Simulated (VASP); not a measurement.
The system is Si2Ge3.

```
Si Ge
1.0
     4.30635    0.00000    0.00000
    -2.15318    3.72941    0.00000
     0.00000    0.00000    6.25926
Si Ge
2 3
Cartesian
  0.0000 0.0000 0.0000
  0.0000 0.0000 3.1296
  2.1532 0.0000 0.0000
  -1.0766 1.8647 0.0000
  1.0766 1.8647 0.0000
```

* Program: VASP 6.6.1
* Task: relaxation of cell and atoms
* Functional: PBE
* Potentials or basis: VASP PAW PBE potentials, release 64 (Si, Ge_d)
* Cutoff: 600 eV
* k mesh: 6 × 6 × 4
* Occupations: gaussian, width 0.1 eV
* Spin: no spin polarisation

At the start: pressure 58.6 GPa; volume 20.10 Å³/atom.

Problem. How do energy, volume and symmetry change on relaxing?

Solution. Over 14 steps the energy falls by 2443.2 meV/atom and the volume is 24.40 Å³/atom (+21.4 %); space group P6/mmm (No. 191, to 0.05 Å).

Step by step:
```
step  energy change (eV)  largest force (eV/Å)  pressure (GPa)  volume (Å³)
   1              0.0000                0.0000           58.57       100.52
   2             -7.6769                0.0000           -9.28       231.13
   3            -10.6391                0.0000           -3.40       159.26
   4            -10.6398                0.0000           -3.12       157.97
   5            -11.3003                0.0000           -3.20       146.97
   6            -12.0215                0.0000           -2.38       133.39
   7            -11.2215                0.0000           10.05       105.87
   8            -12.1832                0.0000           -1.37       127.30
   9            -12.2123                0.0000           -0.62       124.09
  10            -12.2136                0.0000           -0.49       123.40
  11            -12.2132                0.0000           -0.29       122.70
  12            -12.2149                0.0000            0.23       121.41
  13            -12.2150                0.0000            0.16       121.67
  14            -12.2160                0.0000            0.07       122.00
```

Final structure:
```
CELL_PARAMETERS angstrom
5.47356 0.00000 0.00000
-2.73678 4.74024 0.00000
0.00000 0.00000 4.70206
ATOMIC_POSITIONS crystal
Si 0.00000 0.00000 0.00000
Si 0.00000 0.00000 0.50000
Ge 0.50000 0.00000 0.00000
Ge 0.00000 0.50000 0.00000
Ge 0.50000 0.50000 0.00000
```

Caveat: the volume moved by over 15 % at a fixed basis, so the end points are rough.
